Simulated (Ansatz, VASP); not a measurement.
# NaI in VASP and in Ansatz

The input INCAR:

```
SYSTEM = NaI
ALGO = Normal ; EDIFF = 1E-6
ENCUT = 520 ; GGA = PE
ISIF = 2 ; ISMEAR = -1
LASPH = .TRUE. ; LCHARG = .TRUE.
LELF = .TRUE. ; LREAL = .FALSE.
LVHAR = .TRUE. ; LWAVE = .FALSE.
NBANDS = 14 ; NELM = 60
PREC = Accurate ; SIGMA = 0.02
```

Contents of KPOINTS:

```
k-points
0
G
  8 8 8
  0 0 0
```

Contents of POSCAR:

```
NaI
1.0
    0.0000000000      3.1005316910      3.1005316910
    3.1005316910      0.0000000000      3.1005316910
    3.1005316910      3.1005316910      0.0000000000
Na I
1 1
Direct
    0.0000000000      0.0000000000      0.0000000000
    0.5000000000      0.5000000000      0.5000000000
```

Input for Ansatz:

```yaml
crystal:
  lattice:
    - [0.0, 3.100531691, 3.100531691]
    - [3.100531691, 0.0, 3.100531691]
    - [3.100531691, 3.100531691, 0.0]
  atoms:
    - { symbol: Na, position: [0.0, 0.0, 0.0] }
    - { symbol: I, position: [0.5, 0.5, 0.5] }
kpoints:
  mp_grid: { grid: [8, 8, 8] }
  band_path:
    path:
      - [0.0, 0.0, 0.0]
      - [0.5, 0.0, 0.5]
      - [0.625, 0.25, 0.625]
      - [0.375, 0.375, 0.75]
      - [0.5, 0.5, 0.5]
      - [0.5, 0.25, 0.75]
    npoints: 1
hamiltonian:
  xc: pbe
scf:
  occupations: { method: fermi_dirac, width: 0.02 }
  n_extra_bands: 4
output:
  forces: true
  stress: true
  eigenvalues: true
```

Change from the starting cell: hydrostatic strain -4.0%.

Alike in both runs: task single point; functional PBE; k mesh 8 × 8 × 8; occupations fermi-dirac, width 0.02 eV; no spin polarisation.

|  | VASP | Ansatz |
| --- | --- | --- |
| version | VASP 6.6.1 | Ansatz 0.2.0 |
| potentials or method | VASP PAW PBE potentials, release 64 (Na_pv, I) | plane waves, PAW |
| plane-wave cutoff (eV) | 520 | 420 |
| valence electrons in the cell | 14 | 26 |

|  | VASP | Ansatz | Ansatz less VASP |
| --- | --- | --- | --- |
| gap on the k mesh at the Fermi level (eV) | 4.03 | 4.03 | +0.005 |
| pressure (GPa) | 3.4 | 3.4 | -0.04 |

VASP's potentials hold 14 valence electrons a cell and Ansatz's 26, so a difference there can come from the potentials and not from the codes.

Spin-orbit coupling is off throughout.
